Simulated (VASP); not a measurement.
# Ag: single point with PBE

Ag:

```
Ag
1.0
     0.00000    2.07351    2.07351
     2.07351    0.00000    2.07351
     2.07351    2.07351    0.00000
Ag
1
Cartesian
  0.0000 0.0000 0.0000
```

```json
{"Program": "VASP 6.6.1", "Task": "single point", "Functional": "PBE", "Potentials or basis": "VASP PAW PBE potentials, release 64 (Ag)", "Cutoff": "500 eV", "k mesh": "17 × 17 × 17", "Occupations": "fermi-dirac, width 0.05 eV", "Spin": "no spin polarisation", "Dipole correction": "no", "Further INCAR settings": "ALGO = Normal; EDIFF = 1e-06; NBANDS = 12"}
```

* Pressure: 0.0 GPa
* Band gap on the k mesh: zero (an odd number of electrons rules out a gap without spin polarisation)

Levels at points of the mesh, in eV from the Fermi level:
```tsv
k point	band 2	band 3	band 4	band 5	band 6	band 7	band 8	band 9	band 10	band 11
(0.00, 0.00, 0.00)	-4.74	-4.74	-4.74	-3.78	-3.78	15.84	19.15	19.15	19.15	23.85
```

Run time: 44 s on 1 thread of Intel Xeon 8259CL, with other jobs on the host, peak memory 0.16 GiB.
